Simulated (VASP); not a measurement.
Wanted: the native input for a VASP 6.6.1 run.

| Item | Value |
| --- | --- |
| Task | single point |
| Functional | LDA |
| Potentials or basis | VASP PAW LDA potentials, release 64 (Mg, Sn_d) |
| Cutoff | 520 eV |
| k mesh | 5 × 5 × 4 |
| Occupations | methfessel-paxton, width 0.1 eV |
| Spin | no spin polarisation |
| Dipole correction | no |
| Further INCAR settings | ALGO = Normal; EDIFF = 1e-06; NBANDS = 45 |

The structure of MgSn5 lies in POSCAR:

```
MgSn5
1.0
    5.7245309740      0.0000000000      0.0000000000
   -2.8622654870      4.9575895685      0.0000000000
    0.0000000000      0.0000000000      5.6911220426
Mg Sn
1 5
Direct
    0.0000000000      0.0000000000      0.5000000000
    0.6700040000      0.0000000000      0.0000000000
    0.3299960000      0.3299960000      0.0000000000
    0.0000000000      0.6700040000      0.0000000000
    0.6666666667      0.3333333333      0.5000000000
    0.3333333333      0.6666666667      0.5000000000
```

One way to write it, as run:

INCAR

```
SYSTEM = MgSn5
ALGO = Normal ; EDIFF = 1E-6
ENCUT = 520 ; ISIF = 2
ISMEAR = 1 ; LASPH = .TRUE.
LCHARG = .TRUE. ; LELF = .TRUE.
LREAL = .FALSE. ; LVHAR = .TRUE.
LWAVE = .FALSE. ; NBANDS = 45
NELM = 80 ; PREC = Accurate
SIGMA = 0.1
```

KPOINTS

```
k-points
0
G
  5 5 4
  0 0 0
```

Potentials or basis: VASP PAW LDA potentials, release 64 (Mg, Sn_d).

Command:

```sh
$ cat potpaw_LDA.64/Mg/POTCAR potpaw_LDA.64/Sn_d/POTCAR > POTCAR
$ mpirun -np 1 vasp_std > vasp.out
```

Results of the run:

```yaml
Pressure: -3.9 GPa
Largest_force: 0.034 eV/Å
Band_gap_on_the_k_mesh: zero (band 36 reaches 8.13 eV, above the bottom of band 37 at 5.48 eV)
```

Caveat: spin-orbit coupling is left out, which moves the levels of the heavy elements.

Wall time 70 s on 1 thread of Intel(R) Xeon(R) Platinum 8488C (Sapphire Rapids), with other jobs on the host, peak memory 0.28 GiB.
